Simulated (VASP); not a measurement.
**WS2: single point with PBE+D3(BJ)**

The system is WS2, a slab with vacuum.

```
CELL_PARAMETERS angstrom
3.09600 0.00000 0.00000
-1.54800 2.68121 0.00000
0.00000 0.00000 32.29109
ATOMIC_POSITIONS crystal
S 0.33333 0.66667 0.45120
S 0.33333 0.66667 0.54881
W 0.66667 0.33333 0.50001
```

| Quantity | Value |
| --- | --- |
| Program | VASP 6.6.1 |
| Task | single point |
| Functional | PBE |
| Dispersion | D3(BJ) |
| Potentials or basis | VASP PAW PBE potentials, release 64 (S, W_sv) |
| Cutoff | 520 eV |
| k mesh | 12 × 12 × 1 |
| Occupations | gaussian, width 0.02 eV |
| Spin | no spin polarisation |
| Dipole correction | yes |
| Further INCAR settings | ALGO = Normal; EDIFF = 1e-06; NBANDS = 20 |

| Quantity | Value |
| --- | --- |
| Largest force | 0.491 eV/Å |
| Band gap on the k mesh | 1.97 eV, indirect (least direct gap 2.17 eV) |
| Dispersion energy per atom | -0.323 eV |

Forces in eV/Å, atoms in the order of the input:
```
S    0.000  0.000 -0.491
S    0.000  0.000  0.491
W    0.000  0.000  0.000
```

Levels at points of the mesh, in eV from the valence-band top:
```csv
k point,band 9,band 10,band 11,band 12,band 13,band 14,band 15,band 16,band 17,band 18
"(0.00, 0.00, 0.00)",-2.80,-2.39,-1.48,-1.48,-0.32,3.12,3.12,3.24,3.24,5.09
"(0.50, 0.00, 0.00)",-4.64,-3.44,-2.36,-1.10,-1.02,3.25,3.55,4.14,4.95,5.40
```

Run time: 110 s on 1 thread of Intel(R) Xeon(R) Platinum 8488C (Sapphire Rapids), on a shared host, peak memory 0.41 GiB.

Caveat: spin-orbit coupling is left out, which moves the levels of the heavy elements.
